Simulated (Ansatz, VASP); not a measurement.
## MgBe: VASP beside Ansatz

Contents of INCAR:

```
PREC = Accurate ; ENCUT = 600
EDIFF = 1E-7 ; ISMEAR = 0
SIGMA = 0.1 ; LREAL = False
LASPH = True ; NELM = 120
ALGO = Normal ; ISIF = 3
LWAVE = False ; LCHARG = False
GGA = PE ; IBRION = 2
NSW = 90 ; EDIFFG = -0.04
GGA_COMPAT = False ; NELMIN = 4
```

File KPOINTS:

```
Automatic mesh
0
Gamma
  6 6 6
```

Contents of POSCAR:

```
MgBe
1.0
    2.9497399059      0.0000000000      0.0000000000
    0.0000000000      2.9497399059      0.0000000000
    0.0000000000      0.0000000000      3.3581595069
Mg Be
1 1
Direct
    0.5000000000      0.5000000000      0.5000000000
    0.0000000000      0.0000000000      0.0000000000
```

Input for Ansatz:

```yaml
crystal:
  lattice:
    - [2.9497399059, 0.0, 0.0]
    - [0.0, 2.9497399059, 0.0]
    - [0.0, 0.0, 3.3581595069]
  atoms:
    - { symbol: Mg, position: [0.5, 0.5, 0.5] }
    - { symbol: Be, position: [0.0, 0.0, 0.0] }
basis:
  ecutwfc: 420
kpoints:
  mp_grid: { grid: [6, 6, 6] }
hamiltonian:
  xc: pbe
scf:
  occupations: { method: gaussian, width: 0.1 }
  lower_state_search: "off"
output:
  forces: true
  stress: true
  eigenvalues: true
relax:
  adjacent_minimum: "off"
  f_tol: 0.04
  max_steps: 70
  cell: { stress_tol: 0.4 }
```

Alike in both runs: task relaxation of cell and atoms; functional PBE; k mesh 6 × 6 × 6; occupations gaussian, width 0.1 eV; no spin polarisation.

|  | VASP | Ansatz |
| --- | --- | --- |
| version | VASP 6.6.1 | Ansatz 0.2.0 |
| potentials or method | VASP PAW PBE potentials, release 64 (Mg, Be), cutoff 600 eV | scalar-relativistic, plane waves, PAW |
| valence electrons in the cell | 4 | 12 |

Ansatz gave:

- gap on the k mesh at the Fermi level, each at its own relaxed structure (eV): none
- relaxed volume (Å³/atom): 14.52
- relaxed cell length with the largest relative difference (Å): 3.068

What did VASP give for the same quantities?

gap on the k mesh at the Fermi level, each at its own relaxed structure (eV): none; relaxed volume (Å³/atom): 14.53; relaxed cell length with the largest relative difference (Å): 3.042.

A gap of «none» marks a metal or a gap that the smearing closes. VASP's potentials hold 4 valence electrons a cell and Ansatz's 12, so a difference there can come from the potentials and not from the codes.
